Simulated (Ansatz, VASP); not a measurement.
# PbF2: VASP beside Ansatz

```
CELL_PARAMETERS angstrom
5.89162 0.00000 0.00000
0.00000 2.94582 2.94582
0.00000 -2.94582 2.94582
ATOMIC_POSITIONS crystal
Pb 0.50000 0.96991 0.96991
Pb 0.00000 0.46991 0.46991
F 0.75001 0.96992 0.46992
F 0.24999 0.46992 0.96992
F 0.74999 0.46992 0.96992
F 0.25001 0.96992 0.46992
```

Alike in both runs: task single point; functional r2SCAN; k mesh 4 × 6 × 6; no spin polarisation.

```csv
,VASP,Ansatz
version,VASP 6.6.1,Ansatz 0.2.0
potentials or method,"VASP PAW PBE potentials, release 64 (Pb_d, F)","plane waves, PAW"
plane-wave cutoff (eV),520,500
occupations,"gaussian, width 0.01 eV",fixed
valence electrons in the cell,56,56
```

|  | VASP | Ansatz | Ansatz less VASP |
| --- | --- | --- | --- |
| gap on the k mesh at the Fermi level (eV) | 4.93 | 4.92 | -0.001 |
| pressure (GPa) | 1.1 | 1.2 | +0.08 |

VASP's potentials were made for PBE, not for r2SCAN. Ansatz's warnings: near symmetry operation missed by atoms, structure snapped to symmetry, symmetry narrowed to a group.

Spin-orbit coupling is off throughout.
